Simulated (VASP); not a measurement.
Wanted: the native input for a VASP 6.6.1 run.

```
Task                   : single point
Functional             : PBE
Potentials or basis    : VASP PAW PBE potentials, release 64 (Mo_sv, Tl_d)
Cutoff                 : 520 eV
k mesh                 : 5 × 5 × 5
Occupations            : methfessel-paxton, width 0.1 eV
Spin                   : no spin polarisation
Dipole correction      : no
Further INCAR settings : ALGO = Normal; EDIFF = 1e-07; NBANDS = 34
```

The structure of Tl3Mo lies in POSCAR:

```
Tl3Mo
1.0
    4.5318784065      0.0000000000      0.0000000000
    0.0000000000      4.5318784065      0.0000000000
    0.0000000000      0.0000000000      4.5318784065
Mo Tl
1 3
Direct
    0.0000000000      0.0000000000      0.0000000000
    0.0000000000      0.5000000000      0.5000000000
    0.5000000000      0.0000000000      0.5000000000
    0.5000000000      0.5000000000      0.0000000000
```

One way to write it, as run:

INCAR

```
SYSTEM = Tl3Mo
ALGO = Normal ; EDIFF = 1E-7
ENCUT = 520 ; GGA = PE
ISIF = 2 ; ISMEAR = 1
LASPH = .True. ; LCHARG = .False.
LREAL = .False. ; LWAVE = .False.
NBANDS = 34 ; NELM = 60
PREC = Accurate ; SIGMA = 0.1
```

KPOINTS

```
k-points
0
Gamma
  5 5 5
  0 0 0
```

Potentials or basis: VASP PAW PBE potentials, release 64 (Mo_sv, Tl_d).

Command:

```sh
$ cat potpaw_PBE.64/Mo_sv/POTCAR potpaw_PBE.64/Tl_d/POTCAR > POTCAR
$ mpirun -np 1 vasp_std > vasp.out
```

Results of the run:

```json
{"Pressure": "0.1 GPa"}
```

Wall time 13 s on 1 thread of Intel(R) Xeon(R) 6975P-C (Granite Rapids) (shared host), peak memory 0.2 GiB.
